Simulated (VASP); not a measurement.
# Al in VASP: single point with PBE+D3(BJ)

Aim: the single point of Al with PBE+D3(BJ).

Program: VASP 6.6.1. These are calculated values, not measurements. Logs are shortened: lines on timing, memory, paths and dates and some standing lists are left out, and cuts for length are marked.

## Step 1: The cell of the first run

The cell holds a slab with vacuum, 16 atoms: a = 5.632 Å, b = 5.632 Å, c = 25.377 Å, α = 90.00°, β = 90.00°, γ = 90.00°.

## Step 2: Single point, PBE+D3(BJ)

The input, INCAR:

```
PREC     = Accurate       # precision mode
ENCUT    = 520            # plane-wave cutoff, eV
EDIFF    = 1E-7           # SCF threshold, eV
ISMEAR   = 0              # smearing method
SIGMA    = 0.1            # smearing width, eV
LREAL    = Auto         
LASPH    = T              # aspherical terms in the spheres
NELM     = 60             # most SCF steps
ALGO     = Normal         # electronic algorithm
ISIF     = 2              # what is computed and relaxed
LWAVE    = F              # write WAVECAR
LCHARG   = F              # write CHGCAR
LDIPOL   = T            
IDIPOL   = 3            
DIPOL    = 0.5 0.5 0.434
GGA      = PE             # functional
IVDW     = 12             # dispersion correction
NBANDS   = 38             # bands
```

The input, KPOINTS:

```
regular mesh
0
Gamma
  4 4 1
```

The input, POSCAR:

```
Al
1.0
    5.6324246428      0.0000000000      0.0000000000
    0.0000000000      5.6324246428      0.0000000000
    0.0000000000      0.0000000000     25.3774884892
Al
16
Direct
    0.2500000000      0.2500000000      0.3152400208
    0.2500000000      0.7500000000      0.3152400208
    0.7500000000      0.2500000000      0.3152400208
    0.7500000000      0.7500000000      0.3152400208
    0.5000000000      0.5000000000      0.3937096783
    0.5000000000      0.0000000000      0.3937096783
    0.0000000000      0.5000000000      0.3937096783
    0.0000000000      0.0000000000      0.3937096783
    0.7404178949      0.7402147559      0.4683720493
    0.7527996656      0.2347646383      0.4737180357
    0.2350629869      0.7528680892      0.4737473569
    0.2506523414      0.2505067067      0.4657943083
    0.0817379632      0.0810296530      0.5577207824
   -0.0444547183      0.5688997397      0.5570062896
    0.5704087138     -0.0449102526      0.5570526311
    0.4526819243      0.4519804512      0.5516679153
```

Potentials or basis: VASP PAW PBE potentials, release 64 (Al).

The run is started by

```console
$ cat potpaw_PBE.64/Al/POTCAR > POTCAR
$ mpirun -np 1 vasp_std > vasp.out
```

OUTCAR:

```text
PREC = Accurate
   ENCUT = 520
   EDIFF = 1E-7
   ISMEAR = 0
   LREAL = Auto
   LASPH = T
   NELM = 60
   ISIF = 2
   GGA = PE
   IVDW = 12
 IVDW          = 12

 ion  position               nearest neighbor table
   1  0.250  0.250  0.315-   2 2.82   3 2.82   2 2.82   3 2.82   7 2.82   8 2.82   5 2.82   6 2.82

   2  0.250  0.750  0.315-   1 2.82   4 2.82   1 2.82   4 2.82   7 2.82   8 2.82   5 2.82   6 2.82

   3  0.750  0.250  0.315-   1 2.82   4 2.82   4 2.82   1 2.82   7 2.82   8 2.82   5 2.82   6 2.82
[... 25 lines left out ...]
  16  0.453  0.452  0.552-  12 2.71  10 2.88  11 2.88  15 2.88  14 2.88  14 2.91  15 2.91  13 2.96
                             9 3.12

  LATTYP: Found a simple tetragonal cell.
 ALAT       =     5.6324246428
 C/A-ratio  =     4.5056063949

  Lattice vectors:

 A1 = (   5.6324246428,   0.0000000000,   0.0000000000)
 A2 = (   0.0000000000,   5.6324246428,   0.0000000000)
 A3 = (   0.0000000000,   0.0000000000,  25.3774884892)

Analysis of symmetry for initial positions (statically):
=====================================================================
 Subroutine PRICEL returns:
 Original cell was already a primitive cell.

 Routine SETGRP: Setting up the symmetry group for a
 simple tetragonal supercell.

 Subroutine GETGRP returns: Found  1 space group operations
 (whereof  1 operations were pure point group operations)
 out of a pool of 16 trial point group operations.

The static configuration has the point symmetry C_1 .

Analysis of symmetry for dynamics (positions and initial velocities):
=====================================================================
 Subroutine PRICEL returns:
 Original cell was already a primitive cell.

 Routine SETGRP: Setting up the symmetry group for a
 simple tetragonal supercell.

 Subroutine GETGRP returns: Found  1 space group operations
 (whereof  1 operations were pure point group operations)
 out of a pool of 16 trial point group operations.

The dynamic configuration has the point symmetry C_1 .

 Subroutine INISYM returns: Found  1 space group operations
 (whereof  1 operations are pure point group operations),
 and found     1 'primitive' translations

----------------------------------------------------------------------------------------

                                     Primitive cell

  volume of cell :     805.0807

  direct lattice vectors                    reciprocal lattice vectors
     5.632424643  0.000000000  0.000000000     0.177543432  0.000000000  0.000000000
     0.000000000  5.632424643  0.000000000     0.000000000  0.177543432  0.000000000
     0.000000000  0.000000000 25.377488489     0.000000000  0.000000000  0.039405003

  length of vectors
     5.632424643  5.632424643 25.377488489     0.177543432  0.177543432  0.039405003

  position of ions in fractional coordinates (direct lattice)
     0.250000000  0.250000000  0.315240021
     0.250000000  0.750000000  0.315240021
     0.750000000  0.250000000  0.315240021
     0.750000000  0.750000000  0.315240021
     0.500000000  0.500000000  0.393709678
     0.500000000  0.000000000  0.393709678
[... 8 lines left out ...]
     0.570408714  0.955089747  0.557052631
     0.452681924  0.451980451  0.551667915

  ion indices of the primitive-cell ions
   primitive index   ion index
                 1           1
                 2           2
                 3           3
                 4           4
                 5           5
                 6           6
[... 8 lines left out ...]
                15          15
                16          16

----------------------------------------------------------------------------------------

 KPOINTS: regular mesh

Automatic generation of k-mesh.
 Grid dimensions read from file:
 generate k-points for:    4    4    1

 Generating k-lattice:

  Cartesian coordinates                     Fractional coordinates (reciprocal lattice)
     0.044385858  0.000000000  0.000000000     0.250000000  0.000000000  0.000000000
     0.000000000  0.044385858  0.000000000     0.000000000  0.250000000  0.000000000
     0.000000000  0.000000000  0.039405003     0.000000000  0.000000000  1.000000000

  Length of vectors
     0.044385858  0.044385858  0.039405003

  Shift w.r.t. Gamma in fractional coordinates (k-lattice)
     0.000000000  0.000000000  0.000000000

 Subroutine IBZKPT returns following result:
 ===========================================

 Found     10 irreducible k-points:

 Following reciprocal coordinates:
            Coordinates               Weight
  0.000000  0.000000  0.000000      1.000000
  0.250000  0.000000  0.000000      2.000000
  0.000000  0.250000  0.000000      2.000000
  0.500000  0.000000  0.000000      1.000000
  0.000000  0.500000  0.000000      1.000000
  0.250000  0.250000  0.000000      2.000000
 -0.250000  0.250000  0.000000      2.000000
  0.500000  0.250000  0.000000      2.000000
 -0.250000  0.500000  0.000000      2.000000
  0.500000  0.500000  0.000000      1.000000
   k-points           NKPTS =     10   k-points in BZ     NKDIM =     10   number of bands    NBANDS=     38
   number of dos      NEDOS =    301   number of ions     NIONS =     16
   total plane-waves  NPLWV = 338688
   dimension x,y,z NGX =    42 NGY =   42 NGZ =  192
   dimension x,y,z NGXF=    84 NGYF=   84 NGZF=  384
   ions per type =              16
   NGX,Y,Z   is equivalent  to a cutoff of  12.40, 12.40, 12.58 a.u.
   NGXF,Y,Z  is equivalent  to a cutoff of  24.79, 24.79, 25.16 a.u.
 SYSTEM =  unknown system
   PREC   = accura    normal or accurate (medium, high low for compatibility)
   ISTART =      0    job   : 0-new  1-cont  2-samecut
   ICHARG =      2    charge: 1-file 2-atom 10-const
   ISPIN  =      1    spin polarized calculation?
   LNONCOLLINEAR =      F non collinear calculations
   LSORBIT =      F    spin-orbit coupling
   LASPH  =      T    aspherical Exc in radial PAW
   ENCUT  =  520.0 eV  38.22 Ry    6.18 a.u.  10.47 10.47 47.19*2*pi/ulx,y,z
   NELM   =     60;   NELMIN=  2; NELMDL= -5     # of ELM steps
   EDIFF  = 0.1E-06   stopping-criterion for ELM
   LREAL  =      T    real-space projection
   EDIFFG = 0.1E-05   stopping-criterion for IOM
   NSW    =      0    number of steps for IOM
   IBRION =     -1    ionic relax: 0-MD 1-quasi-New 2-CG
   NFREE  =      0    steps in history (QN), initial steepest desc. (CG)
   ISIF   =      2    stress and relaxation
   ISYM   =      2    0-nonsym 1-usesym 2-fastsym
   POTIM  = 0.5000    time-step for ionic-motion
   TEBEG  =    0.0;   TEEND  =   0.0 temperature during run
   PSTRESS=    0.0 pullay stress
   NELECT =      48.0000    total number of electrons
   NUPDOWN=      -1.0000    fix difference up-down
   EMIN   =  10.00;   EMAX   =-10.00  energy-range for DOS
   EFERMI =   0.00;   METHOD = LEGACY
   ISMEAR =     0;   SIGMA  =   0.10  broadening in eV -4-tet -1-fermi 0-gaus
   EFERMI_NEDOS =   21; number of points for ismear=-14 and -15
   IALGO  =     38    algorithm
   IMIX   =      4    mixing-type and parameters
     AMIX     =   0.40;   BMIX     =  1.00
     AMIX_MAG =   1.60;   BMIX_MAG =  1.00
  volume/ion in A,a.u.               =      50.32       339.56
  Fermi-wavevector in a.u.,A,eV,Ry     =   0.639551  1.208577  5.565136  0.409026
  Thomas-Fermi vector in A             =   1.705264
   LORBIT       =      0    0 simple, 1 ext, 2 COOP (PROOUT), +10 PAW based schemes
   GGA     = PE    functional components
   LHFCALC =     F    Hartree Fock is set to
   AEXX    =    0.0000 exact exchange contribution
   IVDW    =    12    specifies the selected vdW correction
   LEPSILON=     F    determine dielectric tensor
   LRPA    =     F    only Hartree local field effects (RPA)
 non-spin polarized calculation
 Gauss-broadening in eV      SIGMA  =   0.10
  energy-cutoff  :      520.00
  volume of cell :      805.08
 maximum number of plane-waves:     21779
 NGX is ok and might be reduce to    42
   NGX = 21   NGY = 21   NGZ = 95

 dipolmoment           0.000000      0.000000      0.295160 electrons x Angstroem

 number of electron      48.0000000 magnetization

 dipolmoment           0.000000      0.000000     -0.022487 electrons x Angstroem

 Free energy of the ion-electron system (eV)
  ---------------------------------------------------
  ext. energy  EPLUGINS =         0.00000000
  ---------------------------------------------------
  free energy    TOTEN  =       -55.83592068 eV

  energy without entropy =      -55.80617380  energy(sigma->0) =      -55.82104724

 E-fermi :  -0.1287     XC(G=0):  -4.0753

 val. band max:       -0.2226791346   @ k =   0.5000   0.5000   0.0000
 cond. band min:      -0.0873783690   @ k =   0.0000   0.0000   0.0000
 fundamental gap:      0.1353007656
 Fermi energy:        -0.1286511252

 k-point     1 :       0.0000    0.0000    0.0000
  band No.  band energies     occupation
      1     -10.9234      2.00000
      2      -9.4394      2.00000
      3      -7.4681      2.00000
      4      -6.5237      2.00000
      5      -6.3312      2.00000
      6      -6.3067      2.00000
[... 379 lines left out ...]
     35       2.6342      0.00000
     36       2.6967      0.00000
 [bands above 36 left out]

------------------------ aborting loop because EDIFF is reached ----------------------------------------

 vacuum level on the upper side and lower side of the slab       (xc-potential included)        -0.128        -0.005

 Edisp (eV)   -3.96525

 E8    (eV) :    -1.8464

  FORCE on cell =-STRESS in cart. coord.  units (eV):
  Direction    XX          YY          ZZ          XY          YZ          ZX
  --------------------------------------------------------------------------------------
  -------------------------------------------------------------------------------------
  Total      -4.56952    -4.56925    -1.39943     0.10373     0.08267     0.06161
  in kB      -9.09372    -9.09318    -2.78497     0.20644     0.16452     0.12262
  external pressure =       -6.99 kB  Pullay stress =        0.00 kB

 VOLUME and BASIS-vectors are now :
 -----------------------------------------------------------------------------
  energy-cutoff  :      520.00
  volume of cell :      805.08
      direct lattice vectors                 reciprocal lattice vectors
     5.632424643  0.000000000  0.000000000     0.177543432  0.000000000  0.000000000
     0.000000000  5.632424643  0.000000000     0.000000000  0.177543432  0.000000000
     0.000000000  0.000000000 25.377488489     0.000000000  0.000000000  0.039405003

 POSITION                                       TOTAL-FORCE (eV/Angst)
 -----------------------------------------------------------------------------------
      1.40811      1.40811      8.00000         0.004113      0.003795     -0.014843
      1.40811      4.22432      8.00000        -0.015896     -0.009723      0.043972
      4.22432      1.40811      8.00000        -0.010110     -0.015757      0.043236
      4.22432      4.22432      8.00000         0.030327      0.030530     -0.009408
      2.81621      2.81621      9.99136         0.024328      0.025143      0.084010
      2.81621      0.00000      9.99136         0.001969     -0.062475      0.103465
[... 8 lines left out ...]
      3.21278      5.37947     14.13660        -0.006466     -0.066580     -0.098094
      2.54970      2.54575     13.99995         0.156399      0.161936      0.056818
 -----------------------------------------------------------------------------------
    total drift:                                0.009589      0.006554      0.008857

  FREE ENERGIE OF THE ION-ELECTRON SYSTEM (eV)
  ---------------------------------------------------
  free  energy   TOTEN  =       -59.8011713284 eV

  energy  without entropy=      -59.7714244508  energy(sigma->0) =      -59.78629789

 vacuum level on the upper side and lower side of the slab         3.885         4.011
```

Run time: 22 min. Hardware: 1 thread of Intel Xeon 8259CL, shared host; peak memory 0.74 GiB.

Results:

```
Free energy                : -59.8012 eV
Largest force              : 0.273 eV/Å
Band gap on the k mesh     : zero (bands 24 and 25 overlap by 0.06 eV)
Dispersion energy per atom : -0.248 eV
```

Forces on the atoms (eV/Å):
```
Al   0.004  0.004 -0.015
Al  -0.016 -0.010  0.044
Al  -0.010 -0.016  0.043
Al   0.030  0.031 -0.009
Al   0.024  0.025  0.084
Al   0.002 -0.062  0.103
Al  -0.060  0.002  0.105
Al  -0.140 -0.141  0.075
Al   0.022  0.019 -0.085
Al   0.073  0.203 -0.110
Al   0.202  0.066 -0.109
Al  -0.028 -0.022  0.036
Al  -0.190 -0.194 -0.019
Al  -0.063  0.000 -0.102
Al  -0.006 -0.067 -0.098
Al   0.156  0.162  0.057
```

The gap in the log of VASP goes by the Fermi energy; the results here count the filled bands.